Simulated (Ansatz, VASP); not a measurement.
## Two plane-wave programs on SnO2

INCAR

```
SYSTEM = SnO2
PREC = Accurate
ENCUT = 520
EDIFF = 1E-6
ISMEAR = 0
SIGMA = 0.05
LREAL = .FALSE.
LASPH = .TRUE.
NELM = 60
ALGO = Normal
ISIF = 2
LWAVE = .FALSE.
LCHARG = .TRUE.
GGA = PE
IVDW = 12
LELF = .TRUE.
LVHAR = .TRUE.
NBANDS = 35
```

Contents of KPOINTS:

```
regular mesh
0
G
  12 12 4
  0 0 0
```

File POSCAR:

```
SnO2
1.0
    3.1575531076      0.0000000000      0.0000000000
   -1.5787765538      2.7345212049      0.0000000000
    0.0000000000      0.0000000000     10.1605007849
Sn O
2 4
Direct
    0.0000000000      0.0000000000      0.5000000000
    0.0000000000      0.0000000000      0.0000000000
    0.6666666667      0.3333333333      0.4017901351
    0.6666666667      0.3333333333      0.0982098649
    0.3333333333      0.6666666667      0.5982098649
    0.3333333333      0.6666666667      0.9017901351
```

Input for Ansatz:

```yaml
crystal:
  lattice:
    - [3.1575531076, 0.0, 0.0]
    - [-1.5787765538, 2.7345212049, 0.0]
    - [0.0, 0.0, 10.1605007849]
  atoms:
    - { symbol: Sn, position: [0.0, 0.0, 0.5] }
    - { symbol: Sn, position: [0.0, 0.0, 0.0] }
    - { symbol: O, position: [0.6666666667, 0.3333333333, 0.4017901351] }
    - { symbol: O, position: [0.6666666667, 0.3333333333, 0.0982098649] }
    - { symbol: O, position: [0.3333333333, 0.6666666667, 0.5982098649] }
    - { symbol: O, position: [0.3333333333, 0.6666666667, 0.9017901351] }
basis:
  ecutwfc: 520.0
kpoints:
  mp_grid: { grid: [12, 12, 4] }
hamiltonian:
  xc: pbe
  dispersion: d3bj
scf:
  occupations: { method: gaussian, width: 0.05 }
output:
  forces: true
  stress: true
  eigenvalues: true
```

Change from the starting cell: mode 1 frozen in at +0.000 Å, equal normal strain along x, y and z -0.0167.

Alike in both runs: task single point; functional PBE; dispersion D3(BJ); k mesh 12 × 12 × 4; occupations gaussian, width 0.05 eV; no spin polarisation.

|  | VASP | Ansatz |
| --- | --- | --- |
| version | VASP 6.6.1 | Ansatz 0.2.0 |
| potentials or method | VASP PAW PBE potentials, release 64 (Sn_d, O), cutoff 520 eV | scalar-relativistic, plane waves, PAW |
| valence electrons in the cell | 52 | 52 |

```csv
,VASP,Ansatz,Ansatz less VASP
gap on the k mesh at the Fermi level (eV),2.38,2.40,+0.026
least direct gap on the mesh (eV),2.83,2.85,+0.019
pressure (GPa),8.4,7.8,-0.68
"traceless stress, the component that is largest in VASP (GPa)",-3.51,-3.10,+0.405
rms of the force components (eV/Å),0.313,0.284,-0.0289
```

Atom by atom the forces differ by 0.029 eV/Å (rms over components).
